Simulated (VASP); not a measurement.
# Zn (P6_3/mmc) in VASP: a series of runs

Zn is run at these levels: LDA; tasks: single point.

All numbers are computed with VASP 6.6.1; they aren't measurements. Logs are shortened: lines on timing, memory, paths and dates and some standing lists are left out, and cuts for length are marked.

## 1. The cell of the first run

Symmetry: P6_3/mmc, No. 194, hexagonal system. The conventional cell has a = 2.571 Å, b = 2.571 Å, c = 4.736 Å, α = 90.00°, β = 90.00°, γ = 120.00°. Zn (site symmetry -6m2) has 12 Zn at 2.57 to 2.79 Å within 3.4 Å.

## 2. Single point, LDA

File INCAR:

```
SYSTEM = Zn
  PREC = Accurate
  ENCUT = 520
  EDIFF = 1E-7
  ISMEAR = 1
  SIGMA = 0.1
  LREAL = .False.
  LASPH = .True.
  NELM = 100
  ALGO = Normal
  ISIF = 2
  LWAVE = .False.
  LCHARG = .False.
  GGA = CA
  NBANDS = 19
```

File KPOINTS:

```
regular mesh
0
Gamma
  14 14 7
  0 0 0
```

File POSCAR:

```
Zn
1.0
    2.5709734941      0.0000000000      0.0000000000
   -1.2854867470      2.2265283583      0.0000000000
    0.0000000000      0.0000000000      4.7361908757
Zn
2
Direct
    0.3333333333      0.6666666667      0.2500000000
    0.6666666667      0.3333333333      0.7500000000
```

Potentials or basis: VASP PAW LDA potentials, release 64 (Zn).

The run is started by

```
> cat potpaw_LDA.64/Zn/POTCAR > POTCAR
> mpirun -np 1 vasp_std > vasp.out
```

OUTCAR:

```text
SYSTEM = Zn
   PREC = Accurate
   ENCUT = 520
   EDIFF = 1E-7
   ISMEAR = 1
   LREAL = .False.
   LASPH = .True.
   NELM = 100
   ISIF = 2
   GGA = CA

 ion  position               nearest neighbor table
   1  0.333  0.667  0.250-   2 2.79   2 2.79   2 2.79   2 2.79   2 2.79   2 2.79
   2  0.667  0.333  0.750-   1 2.79   1 2.79   1 2.79   1 2.79   1 2.79   1 2.79

  LATTYP: Found a hexagonal cell.
 ALAT       =     2.5709734941
 C/A-ratio  =     1.8421780258

  Lattice vectors:

 A1 = (   2.5709734941,   0.0000000000,   0.0000000000)
 A2 = (  -1.2854867470,   2.2265283583,   0.0000000000)
 A3 = (   0.0000000000,   0.0000000000,   4.7361908757)

Analysis of symmetry for initial positions (statically):
=====================================================================
 Subroutine PRICEL returns:
 Original cell was already a primitive cell.

 Routine SETGRP: Setting up the symmetry group for a
 hexagonal supercell.

 Subroutine GETGRP returns: Found 24 space group operations
 (whereof 12 operations were pure point group operations)
 out of a pool of 24 trial point group operations.

The static configuration has the point symmetry D_3d.
 The point group associated with its full space group is D_6h.

Analysis of symmetry for dynamics (positions and initial velocities):
=====================================================================
 Subroutine PRICEL returns:
 Original cell was already a primitive cell.

 Routine SETGRP: Setting up the symmetry group for a
 hexagonal supercell.

 Subroutine GETGRP returns: Found 24 space group operations
 (whereof 12 operations were pure point group operations)
 out of a pool of 24 trial point group operations.

The dynamic configuration has the point symmetry D_3d.
 The point group associated with its full space group is D_6h.

 Subroutine INISYM returns: Found 24 space group operations
 (whereof 12 operations are pure point group operations),
 and found     1 'primitive' translations

----------------------------------------------------------------------------------------

                                     Primitive cell

  volume of cell :      27.1116

  direct lattice vectors                    reciprocal lattice vectors
     2.570973494  0.000000000  0.000000000     0.388957724  0.224564847  0.000000000
    -1.285486747  2.226528358  0.000000000     0.000000000  0.449129694  0.000000000
     0.000000000  0.000000000  4.736190876     0.000000000  0.000000000  0.211140139

  length of vectors
     2.570973494  2.570973494  4.736190876     0.449129694  0.449129694  0.211140139

  position of ions in fractional coordinates (direct lattice)
     0.333333333  0.666666667  0.250000000
     0.666666667  0.333333333  0.750000000

  ion indices of the primitive-cell ions
   primitive index   ion index
                 1           1
                 2           2

----------------------------------------------------------------------------------------

 KPOINTS: regular mesh

Automatic generation of k-mesh.
 Grid dimensions read from file:
 generate k-points for:   14   14    7

 Generating k-lattice:

  Cartesian coordinates                     Fractional coordinates (reciprocal lattice)
     0.027782695  0.016040346  0.000000000     0.071428571  0.000000000  0.000000000
     0.000000000  0.032080692  0.000000000     0.000000000  0.071428571  0.000000000
     0.000000000  0.000000000  0.030162877     0.000000000  0.000000000  0.142857143

  Length of vectors
     0.032080692  0.032080692  0.030162877

  Shift w.r.t. Gamma in fractional coordinates (k-lattice)
     0.000000000  0.000000000  0.000000000

 Subroutine IBZKPT returns following result:
 ===========================================

 Found     96 irreducible k-points:

 Following reciprocal coordinates:
            Coordinates               Weight
  0.000000  0.000000  0.000000      1.000000
  0.071429  0.000000  0.000000      6.000000
  0.142857  0.000000  0.000000      6.000000
  0.214286  0.000000  0.000000      6.000000
  0.285714  0.000000  0.000000      6.000000
  0.357143  0.000000  0.000000      6.000000
[... 16 lines left out ...]
  0.285714  0.285714  0.000000      6.000000
  0.357143  0.285714  0.000000      6.000000
 [... further k-points ...]
   k-points           NKPTS =     96   k-points in BZ     NKDIM =     96   number of bands    NBANDS=     19
   number of dos      NEDOS =    301   number of ions     NIONS =      2
   total plane-waves  NPLWV =  14400
   dimension x,y,z NGX =    20 NGY =   20 NGZ =   36
   dimension x,y,z NGXF=    40 NGYF=   40 NGZF=   72
   ions per type =               2
   NGX,Y,Z   is equivalent  to a cutoff of  12.93, 12.93, 12.64 a.u.
   NGXF,Y,Z  is equivalent  to a cutoff of  25.87, 25.87, 25.27 a.u.
 SYSTEM =  Zn
   PREC   = accura    normal or accurate (medium, high low for compatibility)
   ISTART =      0    job   : 0-new  1-cont  2-samecut
   ICHARG =      2    charge: 1-file 2-atom 10-const
   ISPIN  =      1    spin polarized calculation?
   LNONCOLLINEAR =      F non collinear calculations
   LSORBIT =      F    spin-orbit coupling
   LASPH  =      T    aspherical Exc in radial PAW
   ENCUT  =  520.0 eV  38.22 Ry    6.18 a.u.   4.78  4.78  8.81*2*pi/ulx,y,z
   NELM   =    100;   NELMIN=  2; NELMDL= -5     # of ELM steps
   EDIFF  = 0.1E-06   stopping-criterion for ELM
   LREAL  =      F    real-space projection
   EDIFFG = 0.1E-05   stopping-criterion for IOM
   NSW    =      0    number of steps for IOM
   IBRION =     -1    ionic relax: 0-MD 1-quasi-New 2-CG
   NFREE  =      0    steps in history (QN), initial steepest desc. (CG)
   ISIF   =      2    stress and relaxation
   ISYM   =      2    0-nonsym 1-usesym 2-fastsym
   POTIM  = 0.5000    time-step for ionic-motion
   TEBEG  =    0.0;   TEEND  =   0.0 temperature during run
   PSTRESS=    0.0 pullay stress
   NELECT =      24.0000    total number of electrons
   NUPDOWN=      -1.0000    fix difference up-down
   EMIN   =  10.00;   EMAX   =-10.00  energy-range for DOS
   EFERMI =   0.00;   METHOD = LEGACY
   ISMEAR =     1;   SIGMA  =   0.10  broadening in eV -4-tet -1-fermi 0-gaus
   EFERMI_NEDOS =   21; number of points for ismear=-14 and -15
   IALGO  =     38    algorithm
   IMIX   =      4    mixing-type and parameters
     AMIX     =   0.40;   BMIX     =  1.00
     AMIX_MAG =   1.60;   BMIX_MAG =  1.00
  volume/ion in A,a.u.               =      13.56        91.48
  Fermi-wavevector in a.u.,A,eV,Ry     =   1.571907  2.970474 33.618530  2.470892
  Thomas-Fermi vector in A             =   2.673421
   LORBIT       =      0    0 simple, 1 ext, 2 COOP (PROOUT), +10 PAW based schemes
   GGA     = CA    functional components
   LHFCALC =     F    Hartree Fock is set to
   AEXX    =    0.0000 exact exchange contribution
   IVDW    =     0    specifies the selected vdW correction
   LEPSILON=     F    determine dielectric tensor
   LRPA    =     F    only Hartree local field effects (RPA)
 non-spin polarized calculation
 Methfessel and Paxton  Order N= 1 SIGMA  =   0.10
  energy-cutoff  :      520.00
  volume of cell :       27.11
 maximum number of plane-waves:       743
 NGX is ok and might be reduce to    20
   NGX =  9   NGY =  9   NGZ = 17

 number of electron      23.9999991 magnetization

 Free energy of the ion-electron system (eV)
  ---------------------------------------------------
  ext. energy  EPLUGINS =         0.00000000
  ---------------------------------------------------
  free energy    TOTEN  =        -3.74798646 eV

  energy without entropy =       -3.74847150  energy(sigma->0) =       -3.74814814

 E-fermi :   3.6297     XC(G=0): -12.5126

 val. band max:        3.5880866950   @ k =   0.2143   0.1429   0.0000
 cond. band min:       3.8007968315   @ k =   0.2143   0.0000   0.1429
 fundamental gap:      0.2127101364
 Fermi energy:         3.6297305360

 k-point     1 :       0.0000    0.0000    0.0000
  band No.  band energies     occupation
      1      -7.5999      2.00000
      2      -5.4677      2.00000
      3      -4.5931      2.00000
      4      -4.3216      2.00000
      5      -4.3216      2.00000
      6      -4.2563      2.00000
[... 11 lines left out ...]
     18      24.0395      0.00000
     19      24.1831      0.00000

 k-point     2 :       0.0714    0.0000    0.0000
  band No.  band energies     occupation
      1      -7.4371      2.00000
      2      -5.3908      2.00000
      3      -4.5755      2.00000
      4      -4.3389      2.00000
      5      -4.2786      2.00000
      6      -4.2761      2.00000
[... 11 lines left out ...]
     18      23.0914      0.00000
     19      25.5561      0.00000

 k-point     3 :       0.1429    0.0000    0.0000
  band No.  band energies     occupation
      1      -6.9600      2.00000
      2      -5.1948      2.00000
      3      -4.5481      2.00000
      4      -4.3750      2.00000
      5      -4.2922      2.00000
      6      -4.1563      2.00000
[... 11 lines left out ...]
     18      21.8284      0.00000
     19      23.1078      0.00000

 k-point     4 :       0.2143    0.0000    0.0000
  band No.  band energies     occupation
      1      -6.2251      2.00000
      2      -5.0106      2.00000
      3      -4.5121      2.00000
      4      -4.4208      2.00000
      5      -4.3670      2.00000
      6      -4.1629      2.00000
[... 11 lines left out ...]
     18      20.6276      0.00000
     19      20.9456      0.00000

 k-point     5 :       0.2857    0.0000    0.0000
  band No.  band energies     occupation
      1      -5.4788      2.00000
      2      -5.0032      2.00000
      3      -4.6197      2.00000
      4      -4.4107      2.00000
      5      -4.2883      2.00000
      6      -4.1358      2.00000
[... 11 lines left out ...]
     18      19.9665      0.00000
     19      21.8703      0.00000
[... 334 lines left out ...]
      2      -4.8032      2.00000
      3      -4.7076      2.00000
      4      -4.3615      2.00000
      5      -4.3059      2.00000
      6      -4.1971      2.00000
[... 11 lines left out ...]
     18      14.4968      0.00000
     19      15.7295      0.00000

 k-point    22 :       0.3571    0.2143    0.0000
  band No.  band energies     occupation
      1      -4.8479      2.00000
      2      -4.8306      2.00000
      3      -4.7253      2.00000
      4      -4.3403      2.00000
      5      -4.2706      2.00000
      6      -4.1897      2.00000
[... 11 lines left out ...]
     18      14.1575      0.00000
     19      15.3827      0.00000

 k-point    23 :       0.2857    0.2857    0.0000
  band No.  band energies     occupation
      1      -4.7962      2.00000
      2      -4.6910      2.00000
      3      -4.6162      2.00000
      4      -4.3739      2.00000
      5      -4.3494      2.00000
      6      -4.2648      2.00000
[... 11 lines left out ...]
     18      12.1494      0.00000
     19      13.9539      0.00000

 k-point    24 :       0.3571    0.2857    0.0000
  band No.  band energies     occupation
      1      -4.7883      2.00000
      2      -4.6485      2.00000
      3      -4.5851      2.00000
      4      -4.3792      2.00000
      5      -4.3475      2.00000
      6      -4.3307      2.00000
[... 11 lines left out ...]
     18      11.7885      0.00000
     19      13.4824      0.00000

 [... further k-points ...]
[... 5 lines left out ...]
  --------------------------------------------------------------------------------------
  -------------------------------------------------------------------------------------
  Total        0.2808629      0.2808629     -0.1894618      0.0000000     -0.0000000      0.0000000
  in kB       16.5977802     16.5977802    -11.1963719      0.0000000     -0.0000000      0.0000000
  external PRESSURE =       7.3330628 kB  Pullay stress =       0.0000000 kB

 VOLUME and BASIS-vectors are now :
 -----------------------------------------------------------------------------
  energy-cutoff  :      520.00
  volume of cell :       27.11
      direct lattice vectors                 reciprocal lattice vectors
     2.570973494  0.000000000  0.000000000     0.388957724  0.224564847  0.000000000
    -1.285486747  2.226528358  0.000000000     0.000000000  0.449129694  0.000000000
     0.000000000  0.000000000  4.736190876     0.000000000  0.000000000  0.211140139

 POSITION                                       TOTAL-FORCE (eV/Angst)
 -----------------------------------------------------------------------------------
     -0.00000      1.48435      1.18405         0.000000      0.000000      0.000000
      1.28549      0.74218      3.55214        -0.000000     -0.000000      0.000000
 -----------------------------------------------------------------------------------
    total drift:                                0.000000     -0.000000      0.000000

  FREE ENERGIE OF THE ION-ELECTRON SYSTEM (eV)
  ---------------------------------------------------
  free  energy   TOTEN  =        -3.7479864610 eV

  energy  without entropy=       -3.7484715004  energy(sigma->0) =       -3.74814814
```

Run time: 26 s. Hardware: 1 thread of AMD EPYC 7R13 (Zen 3), shared host; peak memory 0.12 GiB.

Results:

```
Free energy            : -3.7480 eV
Pressure               : 0.7 GPa
Band gap on the k mesh : zero (band 12 reaches 5.21 eV, above the bottom of band 13 at 0.86 eV)
```

Stress tensor (GPa, compression positive):
```
 1.66  0.00  0.00
 0.00  1.66  0.00
 0.00  0.00 -1.12
```

Levels at points of the mesh, in eV from the Fermi level:
| k point | band 8 | band 9 | band 10 | band 11 | band 12 | band 13 | band 14 | band 15 | band 16 | band 17 |
| --- | --- | --- | --- | --- | --- | --- | --- | --- | --- | --- |
| (0.00, 0.00, 0.00) | -7.49 | -7.49 | -7.22 | -7.22 | -4.04 | -2.77 | 15.02 | 18.81 | 18.81 | 18.87 |
| (0.50, 0.00, 0.00) | -7.23 | -7.02 | -6.99 | -3.09 | -2.16 | 3.05 | 3.79 | 4.92 | 6.21 | 10.82 |

[end of part 1 of 2]
